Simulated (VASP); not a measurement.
**KCl: single point with PBE**

Crystal: KCl.

```
CELL_PARAMETERS angstrom
0.00000 3.15610 3.02986
3.15610 0.00000 3.02986
3.15610 3.15610 0.00000
ATOMIC_POSITIONS crystal
K 0.00000 0.00000 0.00000
Cl 0.50000 0.50000 0.50000
```

This cell differs from its parent crystal: strain -0.0400 x Voigt [0, 0, 1, 0, 0, 0].

```
Program                : VASP 6.6.1
Task                   : single point
Functional             : PBE
Potentials or basis    : VASP PAW PBE potentials, release 64 (K_sv, Cl)
Cutoff                 : 520 eV
k mesh                 : 6 × 6 × 6
Occupations            : gaussian, width 0.05 eV
Spin                   : no spin polarisation
Dipole correction      : no
Further INCAR settings : ALGO = Normal; EDIFF = 1e-07; NBANDS = 15
```

```
Pressure               : 1.6 GPa
Band gap on the k mesh : 5.27 eV, direct
```

Stress tensor (GPa, compression positive):
```
0.90 0.00 0.00
0.00 0.90 0.00
0.00 0.00 2.90
```

Levels at points of the mesh, in eV from the valence-band top:
```
           k point  band 4  band 5  band 6  band 7  band 8  band 9  band 10  band 11  band 12  band 13
(0.00, 0.00, 0.00)  -10.61  -10.61   -0.04   -0.04    0.00    5.27     8.29     8.29     8.55     9.16
(0.50, 0.00, 0.00)  -10.61  -10.33   -1.14   -0.38   -0.38    7.66     8.70    10.59    10.64    11.33
(0.50, 0.50, 0.00)  -10.68  -10.68   -0.65   -0.29   -0.29    6.44     8.51    10.35    10.40    10.76
(0.50, 0.00, 0.50)  -10.68  -10.66   -0.73   -0.24   -0.23    6.51     8.45    10.15    10.26    10.74
```

Run time: 91 s on 1 thread of AMD EPYC 7571 (shared host), peak memory 0.18 GiB.

Caveat: the cell differs from its parent crystal (strain -0.0400 x Voigt [0, 0, 1, 0, 0, 0]).
